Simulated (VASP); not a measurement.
# TiO2 (C2/m) in VASP: notebook

TiO2 is run at these levels: LDA+U; tasks: single point.

All numbers are computed with VASP 6.6.1; they aren't measurements. Logs are shortened: lines on timing, memory, paths and dates and some standing lists are left out, and cuts for length are marked.

## (1) The cell of the first run

The structure is monoclinic, space group C2/m (No. 12). The conventional cell has a = 12.122 Å, b = 3.719 Å, c = 6.478 Å, α = 90.00°, β = 106.96°, γ = 90.00°. Within 2.4 Å of Ti (site symmetry m) lie 6 O at 1.84 to 2.10 Å. Within 2.3 Å of Ti (site symmetry m) lie 6 O at 1.76 to 2.26 Å. Within 2.5 Å of O (site symmetry m) lie 3 Ti at 1.92 to 1.99 Å and 2 O at 2.48 Å. Within 2.7 Å of O (site symmetry m) lie 4 Ti at 1.94 to 2.26 Å and 5 O at 2.48 to 2.64 Å. Within 2.3 Å of O (site symmetry m) lie 2 Ti at 1.76 to 1.84 Å. O (site symmetry m) has 3 Ti at 1.85 to 2.08 Å and 2 O at 2.48 to 2.60 Å within 2.6 Å.

## (2) Single point, LDA+U

The input, INCAR:

```
SYSTEM = TiO2
PREC     = Accurate       ! precision mode
ENCUT    = 600            ! plane-wave cutoff, eV
EDIFF    = 1E-6           ! SCF threshold, eV
ISMEAR   = -1             ! smearing method
SIGMA    = 0.05           ! smearing width, eV
LREAL    = .False.        ! projectors in reciprocal space
LASPH    = .True.         ! aspherical terms in the spheres
NELM     = 200            ! most SCF steps
ALGO     = Normal         ! electronic algorithm
ISIF     = 2              ! what is computed and relaxed
LWAVE    = .False.        ! write WAVECAR
LCHARG   = .True.         ! write CHGCAR
LMAXMIX  = 4              ! l up to which the mixer works
LDAU     = .True.         ! DFT+U
LDAUTYPE = 2            
LDAUL    = 2 -1           ! shell
LDAUU    = 3 0            ! U, eV
LDAUJ    = 0 0          
LDAUPRINT= 1            
LELF     = .True.         ! ELF
LVHAR    = .True.       
NBANDS   = 60             ! bands
GGA_COMPAT= .False.
```

The input, KPOINTS:

```
Automatic mesh
0
Gamma
  6 6 3
  0 0 0
```

The input, POSCAR:

```
TiO2
1.0
    6.0612473701     -1.8596655347      0.0048040787
    6.0612473701      1.8596655347      0.0048040787
   -1.8944520121      0.0000000000      6.1949557667
Ti O
4 8
Direct
    0.8989890384      0.8989890384      0.2924693785
    0.1954664358      0.1954664358      0.2850683659
    0.1010109616      0.1010109616      0.7075306215
    0.8045335642      0.8045335642      0.7149316341
    0.3608883215      0.3608883215      0.2943645965
    0.2627883371      0.2627883371      0.6499947842
    0.8667707546      0.8667707546      0.9963138086
    0.7372116629      0.7372116629      0.3500052158
    0.9412402874      0.9412402874      0.6276126930
    0.1332292454      0.1332292454      0.0036861914
    0.6391116785      0.6391116785      0.7056354035
    0.0587597126      0.0587597126      0.3723873070
```

Potentials or basis: VASP PAW LDA potentials, release 64 (Ti_sv, O).

Run with:

```console
cat potpaw_LDA.64/Ti_sv/POTCAR potpaw_LDA.64/O/POTCAR > POTCAR
mpirun -np 1 vasp_std > vasp.out
```

OUTCAR:

```text
SYSTEM = TiO2
   PREC = Accurate
   ENCUT = 600
   EDIFF = 1E-6
   ISMEAR = -1
   LREAL = .False.
   LASPH = .True.
   NELM = 200
   ISIF = 2

 ion  position               nearest neighbor table
   1  0.899  0.899  0.292-   7 1.84  12 1.85   5 1.92   5 1.92   9 2.08   8 2.10
   2  0.195  0.195  0.285-  10 1.76  12 1.90   8 1.94   8 1.94   5 1.99   6 2.26
   3  0.101  0.101  0.708-  10 1.84   9 1.85  11 1.92  11 1.92  12 2.08   6 2.10
   4  0.805  0.805  0.715-   7 1.76   9 1.90   6 1.94   6 1.94  11 1.99   8 2.26
   5  0.361  0.361  0.294-   1 1.92   1 1.92   2 1.99
   6  0.263  0.263  0.650-   4 1.94   4 1.94   3 2.10   2 2.26
   7  0.867  0.867  0.996-   4 1.76   1 1.84
   8  0.737  0.737  0.350-   2 1.94   2 1.94   1 2.10   4 2.26
   9  0.941  0.941  0.628-   3 1.85   4 1.90   1 2.08
  10  0.133  0.133  0.004-   2 1.76   3 1.84
  11  0.639  0.639  0.706-   3 1.92   3 1.92   4 1.99
  12  0.059  0.059  0.372-   1 1.85   2 1.90   3 2.08

  LATTYP: Found a base centered monoclinic cell.
 ALAT       =    12.1224985479
 B/A-ratio  =     0.3068122512
 C/A-ratio  =     0.5343906470
 COS(beta)  =    -0.2916791692

  Lattice vectors:

 A1 = (   6.0612473701,  -1.8596655347,   0.0048040787)
 A2 = (   6.0612473701,   1.8596655347,   0.0048040787)
 A3 = (  -1.8944520121,   0.0000000000,   6.1949557667)

Analysis of symmetry for initial positions (statically):
=====================================================================
 Subroutine PRICEL returns:
 Original cell was already a primitive cell.

 Routine SETGRP: Setting up the symmetry group for a
 base centered monoclinic supercell.

 Subroutine GETGRP returns: Found  4 space group operations
 (whereof  4 operations were pure point group operations)
 out of a pool of  4 trial point group operations.

The static configuration has the point symmetry C_2h.

[... 177 lines left out ...]

spin component  1
[... 116 lines left out ...]
  o =  0.0979  v = -0.9523  0.3052 -0.0000  0.0000 -0.0000  0.0000  0.0000  0.0000  0.0000  0.0000      0.0000  0.0000  0.0000  0.0000  0.0000  0.0000  0.0000  0.0000  0.0000  0.0000
  o =  0.0979  v =  0.0000  0.0000  0.0000  0.0000  0.0000 -0.9523  0.3052 -0.0000  0.0000 -0.0000      0.0000  0.0000  0.0000  0.0000  0.0000  0.0000  0.0000  0.0000  0.0000  0.0000
  o =  0.1332  v =  0.0000  0.0000  0.1925 -0.9660 -0.1724  0.0000  0.0000  0.0000  0.0000  0.0000      0.0000  0.0000  0.0000  0.0000  0.0000  0.0000  0.0000  0.0000  0.0000  0.0000
  o =  0.1332  v =  0.0000  0.0000  0.0000  0.0000  0.0000  0.0000  0.0000  0.1925 -0.9660 -0.1724      0.0000  0.0000  0.0000  0.0000  0.0000  0.0000  0.0000  0.0000  0.0000  0.0000
  o =  0.1461  v =  0.0000  0.0000  0.0000  0.0000  0.0000 -0.3052 -0.9523  0.0000 -0.0000  0.0000      0.0000  0.0000  0.0000  0.0000  0.0000  0.0000  0.0000  0.0000  0.0000  0.0000
  o =  0.1461  v = -0.3052 -0.9523  0.0000 -0.0000  0.0000  0.0000  0.0000  0.0000  0.0000  0.0000      0.0000  0.0000  0.0000  0.0000  0.0000  0.0000  0.0000  0.0000  0.0000  0.0000
  o =  0.2464  v =  0.0000  0.0000  0.0000  0.0000  0.0000  0.0000  0.0000  0.2408 -0.1238  0.9626      0.0000  0.0000  0.0000  0.0000  0.0000  0.0000  0.0000  0.0000  0.0000  0.0000
  o =  0.2464  v =  0.0000  0.0000  0.2408 -0.1238  0.9626  0.0000  0.0000  0.0000  0.0000  0.0000      0.0000  0.0000  0.0000  0.0000  0.0000  0.0000  0.0000  0.0000  0.0000  0.0000
  o =  0.2747  v =  0.0000 -0.0000  0.9513  0.2268 -0.2088  0.0000  0.0000  0.0000  0.0000  0.0000      0.0000  0.0000  0.0000  0.0000  0.0000  0.0000  0.0000  0.0000  0.0000  0.0000
  o =  0.2747  v =  0.0000  0.0000  0.0000  0.0000  0.0000  0.0000 -0.0000  0.9513  0.2268 -0.2088      0.0000  0.0000  0.0000  0.0000  0.0000  0.0000  0.0000  0.0000  0.0000  0.0000

 number of electron      95.9999999 magnetization

 Free energy of the ion-electron system (eV)
  ---------------------------------------------------
  ext. energy  EPLUGINS =         0.00000000
  ---------------------------------------------------
  free energy    TOTEN  =      -108.87340212 eV

  energy without entropy =     -108.87340212  energy(sigma->0) =     -108.87340212

 E-fermi :   4.0523     XC(G=0): -11.1257

 val. band max:        2.7809678752   @ k =  -0.1667   0.3333   0.3333
 cond. band min:       6.0074154267   @ k =   0.0000   0.0000   0.0000
 fundamental gap:      3.2264475515
 Fermi energy:         4.0522714323

 k-point     1 :       0.0000    0.0000    0.0000
  band No.  band energies     occupation
      1     -53.2068      2.00000
      2     -53.1898      2.00000
      3     -53.1006      2.00000
      4     -53.0919      2.00000
      5     -30.0379      2.00000
      6     -29.9852      2.00000
[... 1501 lines left out ...]
     59       8.0027      0.00000
     60       8.1315      0.00000

 [... further k-points ...]

------------------------ aborting loop because EDIFF is reached ----------------------------------------

  FORCE on cell =-STRESS in cart. coord.  units (eV):
  Direction    XX          YY          ZZ          XY          YZ          ZX
  --------------------------------------------------------------------------------------
  -------------------------------------------------------------------------------------
  Total        3.6168976      3.5694799      4.1940013      0.0000000      0.0000000      0.2379029
  in kB       41.4836046     40.9397527     48.1026313      0.0000000      0.0000000      2.7286006
  external PRESSURE =      43.5086629 kB  Pullay stress =       0.0000000 kB

 VOLUME and BASIS-vectors are now :
 -----------------------------------------------------------------------------
  energy-cutoff  :      600.00
  volume of cell :      139.69
      direct lattice vectors                 reciprocal lattice vectors
     6.061247370 -1.859665535  0.004804079     0.082471282 -0.268865552  0.025220178
     6.061247370  1.859665535  0.004804079     0.082471282  0.268865552  0.025220178
    -1.894452012  0.000000000  6.194955767    -0.000127910  0.000000000  0.161382537

 POSITION                                       TOTAL-FORCE (eV/Angst)
 -----------------------------------------------------------------------------------
     10.34392      0.00000      1.82047        -0.240058      0.000000      0.187305
      1.82949      0.00000      1.76786         0.108876      0.000000      0.562682
     -0.11588      0.00000      4.38409         0.240058      0.000000     -0.187305
      8.39855      0.00000      4.43670        -0.108876      0.000000     -0.562682
      3.81721      0.00000      1.82704         0.124537      0.000000     -0.016439
      1.95427      0.00000      4.02921         0.083615      0.000000     -0.046133
      8.61996      0.00000      6.18045         0.127950      0.000000      0.298569
      8.27378      0.00000      2.17535        -0.083615      0.000000      0.046133
     10.22120      0.00000      3.89708        -0.147137      0.000000     -0.022584
      1.60809      0.00000      0.02412        -0.127950      0.000000     -0.298569
      6.41084      0.00000      4.37752        -0.124537      0.000000      0.016439
      0.00684      0.00000      2.30749         0.147137      0.000000      0.022584
 -----------------------------------------------------------------------------------
    total drift:                                0.000000      0.000000      0.000000

  FREE ENERGIE OF THE ION-ELECTRON SYSTEM (eV)
  ---------------------------------------------------
  free  energy   TOTEN  =      -108.8734021207 eV

  energy  without entropy=     -108.8734021207  energy(sigma->0) =     -108.87340212
```

OSZICAR:

```text
N       E                     dE             d eps       ncg     rms          rms(c)
DAV:   1     0.160456511718E+04    0.16046E+04   -0.52020E+04  4112   0.205E+03
DAV:   2     0.192159007528E+03   -0.14124E+04   -0.13423E+04  4108   0.618E+02
DAV:   3    -0.119098030560E+03   -0.31126E+03   -0.30160E+03  5156   0.251E+02
DAV:   4    -0.142985528935E+03   -0.23887E+02   -0.23833E+02  6184   0.745E+01
DAV:   5    -0.144394487264E+03   -0.14090E+01   -0.14083E+01  6224   0.146E+01    0.471E+01
DAV:   6    -0.108920573392E+03    0.35474E+02   -0.20387E+02  6012   0.101E+02    0.170E+01
DAV:   7    -0.109102442916E+03   -0.18187E+00   -0.28994E+01  5876   0.296E+01    0.111E+01
DAV:   8    -0.108888397182E+03    0.21405E+00   -0.34866E+00  6000   0.137E+01    0.372E+00
DAV:   9    -0.108860272127E+03    0.28125E-01   -0.76243E-01  5936   0.682E+00    0.153E+00
DAV:  10    -0.108869842650E+03   -0.95705E-02   -0.11544E-01  6032   0.279E+00    0.677E-01
DAV:  11    -0.108873415141E+03   -0.35725E-02   -0.29081E-02  5956   0.163E+00    0.171E-01
DAV:  12    -0.108873433619E+03   -0.18478E-04   -0.65842E-03  5224   0.480E-01    0.739E-02
DAV:  13    -0.108873426800E+03    0.68188E-05   -0.64761E-04  6460   0.197E-01    0.640E-02
DAV:  14    -0.108873406356E+03    0.20445E-04   -0.34506E-04  5984   0.108E-01    0.221E-02
DAV:  15    -0.108873407031E+03   -0.67486E-06   -0.14525E-04  5692   0.656E-02    0.230E-02
DAV:  16    -0.108873401999E+03    0.50320E-05   -0.50344E-05  5600   0.451E-02    0.620E-03
DAV:  17    -0.108873402121E+03   -0.12215E-06   -0.35734E-06  3736   0.118E-02
   1 F= -.10887340E+03 E0= -.10887340E+03  d E =-.672158E-11
```

stdout:

```text
POSCAR found type information on POSCAR TiO
 POSCAR found :  2 types and      12 ions
 scaLAPACK will be used
 LDA part: xc-table for (Slater(with rela. corr.)+CA(PZ))
 , standard interpolation
 POSCAR, INCAR and KPOINTS ok, starting setup
 FFT: planning ... GRIDC
 FFT: planning ... GRID_SOFT
 FFT: planning ... GRID
 WAVECAR not read
 entering main loop
```

Wall time 22 min (1 thread of Oxide Virtual Turin-like, shared host); peak memory 0.43 GiB.

What came out:

```
Free energy            : -108.8734 eV
Pressure               : 4.4 GPa
Largest force          : 0.573 eV/Å
Band gap on the k mesh : 3.23 eV (least direct gap 3.41 eV)
```

Forces in eV/Å, atoms in the order of the input:
```
Ti  -0.240  0.000  0.187
Ti   0.109  0.000  0.563
Ti   0.240  0.000 -0.187
Ti  -0.109  0.000 -0.563
O    0.125  0.000 -0.016
O    0.084  0.000 -0.046
O    0.128  0.000  0.299
O   -0.084  0.000  0.046
O   -0.147  0.000 -0.023
O   -0.128  0.000 -0.299
O   -0.125  0.000  0.016
O    0.147  0.000  0.023
```

Stress tensor (GPa, compression positive):
```
4.15 0.00 0.27
0.00 4.09 0.00
0.27 0.00 4.81
```

Eigenvalues of the final occupation matrices:
| site | spin | trace | eigenvalues |
| --- | --- | --- | --- |
| site 1 d | 1 | 0.88 | 0.11 0.12 0.13 0.25 0.26 |
| site 1 d | 2 | 0.88 | 0.11 0.12 0.13 0.25 0.26 |
| site 2 d | 1 | 0.90 | 0.10 0.13 0.15 0.25 0.27 |
| site 2 d | 2 | 0.90 | 0.10 0.13 0.15 0.25 0.27 |
| site 3 d | 1 | 0.88 | 0.11 0.12 0.13 0.25 0.26 |
| site 3 d | 2 | 0.88 | 0.11 0.12 0.13 0.25 0.26 |
| site 4 d | 1 | 0.90 | 0.10 0.13 0.15 0.25 0.27 |
| site 4 d | 2 | 0.90 | 0.10 0.13 0.15 0.25 0.27 |

Caveat: the cell stands under pressure. A k mesh can miss the band edges.

## (3) Single point, LDA+U

This run uses another cell than the first one, of 11.80 Å³/atom.

The input, INCAR:

```
PREC = Accurate
ENCUT = 600
EDIFF = 1E-6
ISMEAR = -1
SIGMA = 0.05
LREAL = F
LASPH = T
NELM = 200
ALGO = Normal
ISIF = 2
LWAVE = F
LCHARG = F
LMAXMIX = 4
LDAU = T
LDAUTYPE = 2
LDAUL = 2 -1
LDAUU = 6 0
LDAUJ = 0 0
LDAUPRINT = 1
GGA = CA
NBANDS = 60
GGA_COMPAT = F
```

The input, KPOINTS:

```
regular mesh
0
Gamma
  6 6 3
```

The input, POSCAR:

```
TiO2
1.0
    6.0959869085     -1.8718110987      0.0092773708
    6.0959869085      1.8718110987      0.0092773708
   -1.9007374360      0.0000000000      6.2017250608
Ti O
4 8
Direct
    0.8988749552      0.8988749552      0.2931017527
    0.1957018988      0.1957018988      0.2853929422
    0.1011250448      0.1011250448      0.7068982473
    0.8042981012      0.8042981012      0.7146070578
    0.3599643832      0.3599643832      0.2938213729
    0.2619902721      0.2619902721      0.6495300692
    0.8672504414      0.8672504414      0.9960996924
    0.7380097279      0.7380097279      0.3504699308
    0.9409004902      0.9409004902      0.6254872154
    0.1327495586      0.1327495586      0.0039003076
    0.6400356168      0.6400356168      0.7061786271
    0.0590995098      0.0590995098      0.3745127846
```

Potentials or basis: VASP PAW LDA potentials, release 64 (Ti_sv, O).

Run with:

```console
cat potpaw_LDA.64/Ti_sv/POTCAR potpaw_LDA.64/O/POTCAR > POTCAR
mpirun -np 1 vasp_std > vasp.out
```

Wall time 8.3 min (1 thread of Oxide Virtual Turin-like, shared host); peak memory 0.42 GiB.

It converged, with:

| Quantity | Value |
| --- | --- |
| Free energy | -100.7434 eV |
| Pressure | 7.2 GPa |
| Largest force | 1.009 eV/Å |
| Band gap on the k mesh | 3.64 eV (least direct gap 3.84 eV) |

Forces in eV/Å, atoms in the order of the input:
```
Ti  -0.377  0.000  0.281
Ti   0.156  0.000  0.997
Ti   0.377  0.000 -0.281
Ti  -0.156  0.000 -0.997
O    0.249  0.000 -0.031
O    0.171  0.000 -0.066
O    0.226  0.000  0.540
O   -0.171  0.000  0.066
O   -0.250  0.000  0.024
O   -0.226  0.000 -0.540
O   -0.249  0.000  0.031
O    0.250  0.000 -0.024
```

Stress tensor (GPa, compression positive):
```
6.81 0.00 0.47
0.00 6.60 0.00
0.47 0.00 8.14
```

Levels at points of the mesh, in eV from the valence-band top:
```tsv
k point	band 46	band 47	band 48	band 49	band 50	band 51
(0.00, 0.00, 0.00)	-0.75	-0.44	-0.21	3.64	3.90	3.97
(0.50, 0.00, 0.00)	-0.60	-0.18	-0.10	3.84	3.92	4.35
(0.50, 0.50, 0.00)	-0.64	-0.46	-0.12	3.77	3.82	4.11
```

Eigenvalues of the final occupation matrices:
```
    site  spin  trace               eigenvalues
site 1 d     1   0.81  0.10 0.10 0.11 0.24 0.26
site 1 d     2   0.81  0.10 0.10 0.11 0.24 0.26
site 2 d     1   0.83  0.08 0.12 0.13 0.23 0.27
site 2 d     2   0.83  0.08 0.12 0.13 0.23 0.27
site 3 d     1   0.81  0.10 0.10 0.11 0.24 0.26
site 3 d     2   0.81  0.10 0.10 0.11 0.24 0.26
site 4 d     1   0.83  0.08 0.12 0.13 0.23 0.27
site 4 d     2   0.83  0.08 0.12 0.13 0.23 0.27
```

Caveat: the cell stands under pressure; forces of over 1 eV/Å act on the atoms, so gaps and moduli don't describe the material at rest. A k mesh can miss the band edges.

## (4) Single point, LDA+U

This run uses another cell than the first one, of 11.59 Å³/atom.

Changes to INCAR since step 3:

```diff
@@ -16,3 +16,3 @@
 LDAUL = 2 -1
-LDAUU = 6 0
+LDAUU = 2 0
 LDAUJ = 0 0
```

The input, KPOINTS:

```
Automatic mesh
0
Gamma
  6 6 3
```

The input, POSCAR:

```
TiO2
1.0
    6.0507854232     -1.8559776490      0.0034017453
    6.0507854232      1.8559776490      0.0034017453
   -1.8926158892      0.0000000000      6.1929857896
Ti O
4 8
Direct
    0.8990130996      0.8990130996      0.2922622126
    0.1953937365      0.1953937365      0.2849989015
    0.1009869004      0.1009869004      0.7077377874
    0.8046062635      0.8046062635      0.7150010985
    0.3611978128      0.3611978128      0.2946310821
    0.2630414334      0.2630414334      0.6501237566
    0.8665913463      0.8665913463      0.9963914796
    0.7369585666      0.7369585666      0.3498762434
    0.9413473585      0.9413473585      0.6283053136
    0.1334086537      0.1334086537      0.0036085204
    0.6388021872      0.6388021872      0.7053689179
    0.0586526415      0.0586526415      0.3716946864
```

Run with:

```console
cat potpaw_LDA.64/Ti_sv/POTCAR potpaw_LDA.64/O/POTCAR > POTCAR
mpirun -np 1 vasp_std > vasp.out
```

Run time: 23 min. Hardware: 1 thread of Oxide Virtual Turin-like, shared host; peak memory 0.43 GiB.

It converged, with:

```yaml
Free_energy: -111.7137 eV
Pressure: 3.3 GPa
Largest_force: 0.424 eV/Å
Band_gap_on_the_k_mesh: 3.10 eV (least direct gap 3.28 eV)
```

Forces in eV/Å, atoms in the order of the input:
```
Ti  -0.182  0.000  0.143
Ti   0.083  0.000  0.416
Ti   0.182  0.000 -0.143
Ti  -0.083  0.000 -0.416
O    0.086  0.000 -0.012
O    0.057  0.000 -0.038
O    0.094  0.000  0.221
O   -0.057  0.000  0.038
O   -0.112  0.000 -0.026
O   -0.094  0.000 -0.221
O   -0.086  0.000  0.012
O    0.112  0.000  0.026
```

Stress tensor (GPa, compression positive):
```
3.12 0.00 0.21
0.00 3.08 0.00
0.21 0.00 3.61
```

Levels at points of the mesh, in eV from the valence-band top:
| k point | band 46 | band 47 | band 48 | band 49 | band 50 | band 51 |
| --- | --- | --- | --- | --- | --- | --- |
| (0.00, 0.00, 0.00) | -0.73 | -0.35 | -0.19 | 3.10 | 3.44 | 3.64 |
| (0.50, 0.00, 0.00) | -0.49 | -0.19 | -0.11 | 3.45 | 3.51 | 3.99 |
| (0.50, 0.50, 0.00) | -0.60 | -0.39 | -0.10 | 3.25 | 3.30 | 3.76 |

Eigenvalues of the final occupation matrices:
```tsv
site	spin	trace	eigenvalues
site 1 d	1	0.90	0.12 0.12 0.13 0.26 0.27
site 1 d	2	0.90	0.12 0.12 0.13 0.26 0.27
site 2 d	1	0.92	0.10 0.14 0.15 0.25 0.28
site 2 d	2	0.92	0.10 0.14 0.15 0.25 0.28
site 3 d	1	0.90	0.12 0.12 0.13 0.26 0.27
site 3 d	2	0.90	0.12 0.12 0.13 0.26 0.27
site 4 d	1	0.92	0.10 0.14 0.15 0.25 0.28
site 4 d	2	0.92	0.10 0.14 0.15 0.25 0.28
```

Caveat: the cell stands under pressure. A k mesh can miss the band edges.

## (5) The runs side by side

```tsv
U	cell	gap on the mesh (eV)	pressure (GPa)	largest force (eV/Å)
Ti d U = 3.0 eV	a = 6.340, b = 6.340, c = 6.478 Å, angles 106.2, 106.2, 34.1°, 12 atoms, atomic positions A	3.23	4.4	0.57
Ti d U = 6.0 eV	a = 6.377, b = 6.377, c = 6.486 Å, angles 106.2, 106.2, 34.1°, 12 atoms, atomic positions B	3.64	7.2	1.01
Ti d U = 2.0 eV	a = 6.329, b = 6.329, c = 6.476 Å, angles 106.2, 106.2, 34.1°, 12 atoms, atomic positions C	3.10	3.3	0.42
```

Alike in all rows: task single point; level LDA+U; potentials or basis VASP PAW LDA potentials, release 64 (Ti_sv, O); no spin polarisation; k mesh 6 × 6 × 3; cutoff (eV) 600; smearing fermi-dirac 0.05 eV.

Caveats: the cell stands under pressure; forces of over 1 eV/Å act on the atoms, so gaps and moduli don't describe the material at rest (at least some runs).

Total energies depend on the potentials used, so only differences within one code and one set of settings carry meaning.
